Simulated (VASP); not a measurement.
# Sn2GeP2 (I4/mmm) in VASP: a series of runs

Runs on Sn2GeP2. Level: PBE. Tasks: relaxation of cell and atoms, single point.

All numbers are computed with VASP 6.6.1; they aren't measurements. Logs are shortened: lines on timing, memory, paths and dates and some standing lists are left out, and cuts for length are marked.

## Step 1: The cell of the first run

It takes space group I4/mmm (No. 139, tetragonal). Conventional cell: a = 5.852 Å, b = 5.852 Å, c = 7.574 Å, α = 90.00°, β = 90.00°, γ = 90.00°. Within 3.2 Å of Sn (site symmetry 4mm) lie 1 Ge at 2.23 Å and 4 P at 2.95 Å and 1 Sn at 3.11 Å. Ge (site symmetry 4/mmm) has 2 Sn at 2.23 Å within 2.9 Å. Within 3.9 Å of P (site symmetry -4m2) lie 4 Sn at 2.95 Å and 4 Ge at 3.49 Å and 2 P at 3.79 Å.

The cell was generated, and may not be a known phase.

## Step 2: Relaxation of cell and atoms, PBE

Input file INCAR:

```
SYSTEM = Sn2GeP2
  PREC = Accurate
  ENCUT = 600
  EDIFF = 1E-6
  ISMEAR = 0
  SIGMA = 0.1
  LREAL = .FALSE.
  LASPH = .TRUE.
  NELM = 100
  ALGO = Normal
  ISIF = 3
  LWAVE = .FALSE.
  LCHARG = .FALSE.
  GGA = PE
  IBRION = 2
  NSW = 90
  EDIFFG = -0.04
```

Input file KPOINTS:

```
Automatic mesh
0
G
  4 4 4
  0 0 0
```

Input file POSCAR:

```
Sn2GeP2
1.0
   -2.9261477000      2.9261477000      3.7871194300
    2.9261477000     -2.9261477000      3.7871194300
    2.9261477000      2.9261477000     -3.7871194300
Sn Ge P
2 1 2
Direct
    0.2055024500      0.2055024500      0.0000000000
    0.7944975500      0.7944975500      0.0000000000
    0.5000000000      0.5000000000      0.0000000000
    0.7500000000      0.2500000000      0.5000000000
    0.2500000000      0.7500000000      0.5000000000
```

Potentials or basis: VASP PAW PBE potentials, release 64 (Sn_d, Ge_d, P).

The run is started by

```bash
$ cat potpaw_PBE.64/Sn_d/POTCAR potpaw_PBE.64/Ge_d/POTCAR potpaw_PBE.64/P/POTCAR > POTCAR
$ mpirun -np 1 vasp_std > vasp.out
```

OUTCAR:

```text
SYSTEM = Sn2GeP2
   PREC = Accurate
   ENCUT = 600
   EDIFF = 1E-6
   ISMEAR = 0
   LREAL = .FALSE.
   LASPH = .TRUE.
   NELM = 100
   ISIF = 3
   GGA = PE
   IBRION = 2
   NSW = 90
   EDIFFG = -0.04

 ion  position               nearest neighbor table
   1  0.206  0.206  0.000-   3 2.23   5 2.95   4 2.95   4 2.95   5 2.95   2 3.11
   2  0.794  0.794  0.000-   3 2.23   4 2.95   5 2.95   4 2.95   5 2.95   1 3.11
   3  0.500  0.500  0.000-   1 2.23   2 2.23
   4  0.750  0.250  0.500-   2 2.95   1 2.95   2 2.95   1 2.95
   5  0.250  0.750  0.500-   2 2.95   1 2.95   2 2.95   1 2.95

  LATTYP: Found a body centered tetragonal cell.
 ALAT       =     5.8522954000
 C/A-ratio  =     1.2942338591

  Lattice vectors:

 A1 = (  -2.9261477000,   2.9261477000,   3.7871194300)
 A2 = (   2.9261477000,  -2.9261477000,   3.7871194300)
 A3 = (   2.9261477000,   2.9261477000,  -3.7871194300)

Analysis of symmetry for initial positions (statically):
=====================================================================
 Subroutine PRICEL returns:
 Original cell was already a primitive cell.

 Routine SETGRP: Setting up the symmetry group for a
 body centered tetragonal supercell.

 Subroutine GETGRP returns: Found 16 space group operations
 (whereof 16 operations were pure point group operations)
 out of a pool of 16 trial point group operations.

The static configuration has the point symmetry D_4h.

Analysis of symmetry for dynamics (positions and initial velocities):
=====================================================================
 Subroutine PRICEL returns:
 Original cell was already a primitive cell.

 Routine SETGRP: Setting up the symmetry group for a
 body centered tetragonal supercell.

 Subroutine GETGRP returns: Found 16 space group operations
 (whereof 16 operations were pure point group operations)
 out of a pool of 16 trial point group operations.

The dynamic configuration has the point symmetry D_4h.

 Subroutine INISYM returns: Found 16 space group operations
 (whereof 16 operations are pure point group operations),
 and found     1 'primitive' translations

----------------------------------------------------------------------------------------

                                     Primitive cell

  volume of cell :     129.7064

  direct lattice vectors                    reciprocal lattice vectors
    -2.926147700  2.926147700  3.787119430     0.000000000  0.170873124  0.132026467
     2.926147700 -2.926147700  3.787119430     0.170873124  0.000000000  0.132026467
     2.926147700  2.926147700 -3.787119430     0.170873124  0.170873124  0.000000000

  length of vectors
     5.609541363  5.609541363  5.609541363     0.215936594  0.215936594  0.241651090

  position of ions in fractional coordinates (direct lattice)
     0.205502450  0.205502450  0.000000000
     0.794497550  0.794497550  0.000000000
     0.500000000  0.500000000  0.000000000
     0.750000000  0.250000000  0.500000000
     0.250000000  0.750000000  0.500000000

  ion indices of the primitive-cell ions
   primitive index   ion index
                 1           1
                 2           2
                 3           3
                 4           4
                 5           5

----------------------------------------------------------------------------------------

 KPOINTS: Automatic mesh

Automatic generation of k-mesh.
 Grid dimensions read from file:
 generate k-points for:    4    4    4

 Generating k-lattice:

  Cartesian coordinates                     Fractional coordinates (reciprocal lattice)
     0.000000000  0.042718281  0.033006617     0.250000000  0.000000000  0.000000000
     0.042718281  0.000000000  0.033006617     0.000000000  0.250000000  0.000000000
     0.042718281  0.042718281  0.000000000     0.000000000  0.000000000  0.250000000

  Length of vectors
     0.053984149  0.053984149  0.060412772

  Shift w.r.t. Gamma in fractional coordinates (k-lattice)
     0.000000000  0.000000000  0.000000000

 Subroutine IBZKPT returns following result:
 ===========================================

 Found     13 irreducible k-points:

 Following reciprocal coordinates:
            Coordinates               Weight
  0.000000  0.000000  0.000000      1.000000
  0.250000  0.000000  0.000000      8.000000
  0.500000  0.000000  0.000000      4.000000
  0.250000  0.250000  0.000000      8.000000
  0.500000  0.250000 -0.000000     16.000000
 -0.250000  0.250000  0.000000      4.000000
  0.500000  0.500000  0.000000      2.000000
  0.250000  0.250000  0.250000      2.000000
 -0.250000  0.250000  0.250000      4.000000
  0.500000  0.500000  0.250000      4.000000
 -0.250000  0.500000  0.250000      8.000000
 -0.250000 -0.250000  0.250000      2.000000
  0.500000  0.500000  0.500000      1.000000
   k-points           NKPTS =     13   k-points in BZ     NKDIM =     13   number of bands    NBANDS=     31
   number of dos      NEDOS =    301   number of ions     NIONS =      5
   total plane-waves  NPLWV = 110592
   dimension x,y,z NGX =    48 NGY =   48 NGZ =   48
   dimension x,y,z NGXF=    96 NGYF=   96 NGZF=   96
   ions per type =               2   1   2
   NGX,Y,Z   is equivalent  to a cutoff of  14.23, 14.23, 14.23 a.u.
   NGXF,Y,Z  is equivalent  to a cutoff of  28.45, 28.45, 28.45 a.u.
 SYSTEM =  Sn2GeP2
   PREC   = accura    normal or accurate (medium, high low for compatibility)
   ISTART =      0    job   : 0-new  1-cont  2-samecut
   ICHARG =      2    charge: 1-file 2-atom 10-const
   ISPIN  =      1    spin polarized calculation?
   LNONCOLLINEAR =      F non collinear calculations
   LSORBIT =      F    spin-orbit coupling
   LASPH  =      T    aspherical Exc in radial PAW
   ENCUT  =  600.0 eV  44.10 Ry    6.64 a.u.  11.20 11.20 11.20*2*pi/ulx,y,z
   NELM   =    100;   NELMIN=  2; NELMDL= -5     # of ELM steps
   EDIFF  = 0.1E-05   stopping-criterion for ELM
   LREAL  =      F    real-space projection
   EDIFFG = -.4E-01   stopping-criterion for IOM
   NSW    =     90    number of steps for IOM
   IBRION =      2    ionic relax: 0-MD 1-quasi-New 2-CG
   NFREE  =      1    steps in history (QN), initial steepest desc. (CG)
   ISIF   =      3    stress and relaxation
   ISYM   =      2    0-nonsym 1-usesym 2-fastsym
   POTIM  = 0.5000    time-step for ionic-motion
   TEBEG  =    0.0;   TEEND  =   0.0 temperature during run
   PSTRESS=    0.0 pullay stress
   NELECT =      52.0000    total number of electrons
   NUPDOWN=      -1.0000    fix difference up-down
   EMIN   =  10.00;   EMAX   =-10.00  energy-range for DOS
   EFERMI =   0.00;   METHOD = LEGACY
   ISMEAR =     0;   SIGMA  =   0.10  broadening in eV -4-tet -1-fermi 0-gaus
   EFERMI_NEDOS =   21; number of points for ismear=-14 and -15
   IALGO  =     38    algorithm
   IMIX   =      4    mixing-type and parameters
     AMIX     =   0.40;   BMIX     =  1.00
     AMIX_MAG =   1.60;   BMIX_MAG =  1.00
  volume/ion in A,a.u.               =      25.94       175.06
  Fermi-wavevector in a.u.,A,eV,Ry     =   1.207134  2.281152 19.826033  1.457172
  Thomas-Fermi vector in A             =   2.342781
   LORBIT       =      0    0 simple, 1 ext, 2 COOP (PROOUT), +10 PAW based schemes
   GGA     = PE    functional components
   LHFCALC =     F    Hartree Fock is set to
   AEXX    =    0.0000 exact exchange contribution
   IVDW    =     0    specifies the selected vdW correction
   LEPSILON=     F    determine dielectric tensor
   LRPA    =     F    only Hartree local field effects (RPA)
 conjugate gradient relaxation of ions
 non-spin polarized calculation
 Gauss-broadening in eV      SIGMA  =   0.10
  energy-cutoff  :      600.00
  volume of cell :      129.71
 maximum number of plane-waves:      4368
 NGX is ok and might be reduce to    48
   NGX = 23   NGY = 23   NGZ = 23

--------------------------------------- Ionic step        1  -------------------------------------------

 number of electron      52.0000003 magnetization

 Free energy of the ion-electron system (eV)
  ---------------------------------------------------
  ext. energy  EPLUGINS =         0.00000000
  ---------------------------------------------------
  free energy    TOTEN  =       -17.95885233 eV

  energy without entropy =      -17.95337111  energy(sigma->0) =      -17.95611172

------------------------ aborting loop because EDIFF is reached ----------------------------------------

  FORCE on cell =-STRESS in cart. coord.  units (eV):
  Direction    XX          YY          ZZ          XY          YZ          ZX
  --------------------------------------------------------------------------------------
  -------------------------------------------------------------------------------------
  Total       -5.7013565     -5.7013565     23.6417867      0.0000000      0.0000000      0.0000000
  in kB      -70.4250715    -70.4250715    292.0312972      0.0000000      0.0000000      0.0000000
  external PRESSURE =      50.3937181 kB  Pullay stress =       0.0000000 kB
[... 98 lines left out ...]
  FREE ENERGIE OF THE ION-ELECTRON SYSTEM (eV)
  ---------------------------------------------------
  free  energy   TOTEN  =       -20.2793722488 eV

  energy  without entropy=      -20.2649452772  energy(sigma->0) =      -20.27215876

 E-fermi :   4.6258     XC(G=0):  -9.2304

 val. band max:        4.5498941345   @ k =  -0.2500   0.2500   0.2500
 cond. band min:       4.6357933237   @ k =   0.2500   0.0000   0.0000
 fundamental gap:      0.0858991892
 Fermi energy:         4.6257518983

 k-point     1 :       0.0000    0.0000    0.0000
  band No.  band energies     occupation
      1     -20.7724      2.00000
      2     -20.7700      2.00000
      3     -20.7023      2.00000
      4     -20.7023      2.00000
      5     -20.6892      2.00000
      6     -16.9066      2.00000
[... 431 lines left out ...]
     30       5.8415      0.00000
     31       9.1976      0.00000

 E-fermi :   6.4569     XC(G=0):  -9.9931

 val. band max:        6.4188474714   @ k =   0.2500   0.2500   0.0000
 cond. band min:       6.4711855492   @ k =  -0.2500  -0.2500   0.2500
 fundamental gap:      0.0523380778
 Fermi energy:         6.4569045368

 k-point     1 :       0.0000    0.0000    0.0000
  band No.  band energies     occupation
      1     -18.8962      2.00000
      2     -18.8937      2.00000
      3     -18.8591      2.00000
      4     -18.8591      2.00000
      5     -18.8568      2.00000
      6     -15.2027      2.00000
[... 431 lines left out ...]
     30       7.6573      0.00000
     31      10.6680      0.00000

[... ionic steps 4 to 10 ...]

--------------------------------------- Ionic step       11  -------------------------------------------

 number of electron      52.0000004 magnetization

------------------------ aborting loop because EDIFF is reached ----------------------------------------
[... 73 lines left out ...]
--------------------------------------- Ionic step       13  -------------------------------------------

 number of electron      52.0000003 magnetization

 Free energy of the ion-electron system (eV)
  ---------------------------------------------------
  ext. energy  EPLUGINS =         0.00000000
  ---------------------------------------------------
  free energy    TOTEN  =       -21.11670888 eV

  energy without entropy =      -21.09785114  energy(sigma->0) =      -21.10728001

 E-fermi :   6.6886     XC(G=0): -10.0956

 val. band max:        6.6847846592   @ k =  -0.2500   0.2500   0.2500
 cond. band min:       6.7057095407   @ k =   0.2500   0.2500   0.0000
 fundamental gap:      0.0209248815
 Fermi energy:         6.6885572277

 k-point     1 :       0.0000    0.0000    0.0000
  band No.  band energies     occupation
      1     -18.6414      2.00000
      2     -18.6387      2.00000
      3     -18.6222      2.00000
      4     -18.6206      2.00000
      5     -18.6206      2.00000
      6     -15.1024      2.00000
[... 463 lines left out ...]
  FREE ENERGIE OF THE ION-ELECTRON SYSTEM (eV)
  ---------------------------------------------------
  free  energy   TOTEN  =       -21.1167088750 eV

  energy  without entropy=      -21.0978511443  energy(sigma->0) =      -21.10728001

 reached required accuracy - stopping structural energy minimisation
```

It took 11 min on 1 thread of Intel Xeon Platinum 8488C (Sapphire Rapids), shared host; peak memory 0.38 GiB.

Results:

```
Free energy                           : -21.1167 eV
Relaxed volume                        : 23.35 Å³/atom
Relaxed cell                          : a = 5.769 Å, b = 5.769 Å, c = 5.769 Å, α = 127.65°, β = 127.65°, γ = 77.19°
Space group after relaxing (to 0.1 Å) : I4/mmm (No. 139)
Energy gained by relaxing             : 631.6 meV/atom
Ionic steps                           : 13
Pressure after relaxing               : -0.1 GPa
Largest force after relaxing          : 0.038 eV/Å
Band gap on the k mesh                : zero (bands 26 and 27 overlap by 2.10 eV)
```

Forces on the atoms (eV/Å):
```
Sn   0.000  0.000 -0.038
Sn   0.000  0.000  0.038
Ge   0.000  0.000  0.000
P    0.000  0.000  0.000
P    0.000  0.000  0.000
```

Step by step:
| step | energy change (eV) | largest force (eV/Å) | pressure (GPa) | volume (Å³) |
| --- | --- | --- | --- | --- |
| 1 | 0.0000 | 5.6388 | 5.04 | 129.71 |
| 2 | -2.3865 | 0.1915 | -6.87 | 142.25 |
| 3 | -2.3205 | 0.3181 | -5.54 | 139.05 |
| 4 | -2.3800 | 0.1439 | -6.63 | 141.51 |
| 5 | -3.0550 | 0.8974 | -1.04 | 120.82 |
| 6 | -3.0626 | 0.9714 | -0.19 | 118.98 |
| 7 | -3.0628 | 0.9902 | 0.01 | 118.53 |
| 8 | -3.1436 | 0.4143 | 0.48 | 116.13 |
| 9 | -3.1504 | 0.1103 | 0.74 | 115.22 |
| 10 | -3.1505 | 0.1386 | 0.72 | 115.30 |
| 11 | -3.1565 | 0.0085 | -0.24 | 117.05 |
| 12 | -3.1565 | 0.0027 | -0.18 | 116.94 |
| 13 | -3.1579 | 0.0384 | -0.08 | 116.77 |

Final structure:
```
Sn Ge P
1.0
    -2.54455    2.54455    4.50871
     2.54455   -2.54455    4.50871
     2.54455    2.54455   -4.50871
Sn Ge P
2 1 2
Direct
  0.15718 0.15718 0.00000
  0.84282 0.84282 0.00000
  0.50000 0.50000 0.00000
  0.75000 0.25000 0.50000
  0.25000 0.75000 0.50000
```

Caveat: spin-orbit coupling is left out, which moves the levels of the heavy elements.

## Step 3: Relaxation of cell and atoms, PBE

This run uses another cell than the first one, of 23.28 Å³/atom.

Input file INCAR:

```
PREC = Accurate
ENCUT = 600
EDIFF = 1E-7
ISMEAR = 0
SIGMA = 0.1
LREAL = False
LASPH = True
NELM = 60
ALGO = Normal
ISIF = 3
LWAVE = False
LCHARG = False
GGA = PE
IBRION = 2
NSW = 90
EDIFFG = -0.04
```

Input file KPOINTS:

```
regular mesh
0
Gamma
  6 6 6
```

Input file POSCAR:

```
Sn2GeP2
1.0
   -2.5390849996      2.5390849996      4.5132999674
    2.5390849996     -2.5390849996      4.5132999674
    2.5390849996      2.5390849996     -4.5132999674
Sn Ge P
2 1 2
Direct
    0.1566563819      0.1566563819      0.0000000000
    0.8433436181      0.8433436181      0.0000000000
    0.5000000000      0.5000000000      0.0000000000
    0.7500000000      0.2500000000      0.5000000000
    0.2500000000      0.7500000000      0.5000000000
```

Potentials or basis: VASP PAW PBE potentials, release 64 (Sn_d, Ge_d, P).

The run is started by

```bash
$ cat potpaw_PBE.64/Sn_d/POTCAR potpaw_PBE.64/Ge_d/POTCAR potpaw_PBE.64/P/POTCAR > POTCAR
$ mpirun -np 1 vasp_std > vasp.out
```

Wall time 7.9 min (1 thread of Intel Xeon Platinum 8488C (Sapphire Rapids), shared host); peak memory 0.42 GiB.

It converged, with:

| Property | Result |
| --- | --- |
| Free energy | -21.1172 eV |
| Relaxed volume | 23.54 Å³/atom |
| Relaxed cell | a = 5.733 Å, b = 5.733 Å, c = 5.733 Å, α = 126.53°, β = 126.53°, γ = 79.02° |
| Space group after relaxing (to 0.1 Å) | I4/mmm (No. 139) |
| Energy gained by relaxing | 4.5 meV/atom |
| Ionic steps | 5 |
| Pressure after relaxing | 0.0 GPa |
| Largest force after relaxing | 0.019 eV/Å |
| Band gap on the k mesh | zero (bands 26 and 27 overlap by 1.74 eV) |

Forces on the atoms (eV/Å):
```
Sn   0.000  0.000 -0.019
Sn   0.000  0.000  0.019
Ge   0.000  0.000  0.000
P    0.000  0.000  0.000
P    0.000  0.000  0.000
```

Stress tensor (GPa, compression positive):
```
 0.06  0.00  0.00
 0.00  0.06  0.00
 0.00  0.00 -0.05
```

The path:
| step | energy change (eV) | largest force (eV/Å) | pressure (GPa) | volume (Å³) |
| --- | --- | --- | --- | --- |
| 1 | 0.0000 | 0.2126 | 0.37 | 116.39 |
| 2 | -0.0088 | 0.1834 | -0.02 | 117.29 |
| 3 | -0.0160 | 0.1258 | -0.67 | 118.93 |
| 4 | -0.0218 | 0.0353 | -0.24 | 118.15 |
| 5 | -0.0227 | 0.0189 | 0.02 | 117.70 |

Final structure:
```
CELL_PARAMETERS angstrom
-2.57912 2.57912 4.42350
2.57912 -2.57912 4.42350
2.57912 2.57912 -4.42350
ATOMIC_POSITIONS crystal
Sn 0.16195 0.16195 0.00000
Sn 0.83805 0.83805 0.00000
Ge 0.50000 0.50000 0.00000
P 0.75000 0.25000 0.50000
P 0.25000 0.75000 0.50000
```

Levels at points of the mesh, in eV from the Fermi level:
| k point | band 22 | band 23 | band 24 | band 25 | band 26 | band 27 | band 28 | band 29 | band 30 | band 31 |
| --- | --- | --- | --- | --- | --- | --- | --- | --- | --- | --- |
| (0.00, 0.00, 0.00) | -4.80 | -3.27 | -2.26 | -2.26 | -1.60 | -0.96 | -0.96 | -0.26 | 3.57 | 3.62 |
| (0.50, 0.00, 0.00) | -4.02 | -3.91 | -1.67 | -1.07 | 0.40 | 0.47 | 1.10 | 1.30 | 2.85 | 2.99 |
| (0.50, 0.50, 0.00) | -2.16 | -1.73 | -0.58 | -0.31 | -0.19 | -0.07 | 1.44 | 2.63 | 3.14 | 3.22 |
| (0.50, 0.50, 0.50) | -2.33 | -1.80 | -1.80 | -0.35 | -0.22 | 0.67 | 0.89 | 1.30 | 1.30 | 4.01 |

Caveat: spin-orbit coupling is left out, which moves the levels of the heavy elements.

[end of part 1 of 2]

The gap in the log of VASP goes by the Fermi energy; the results here count the filled bands.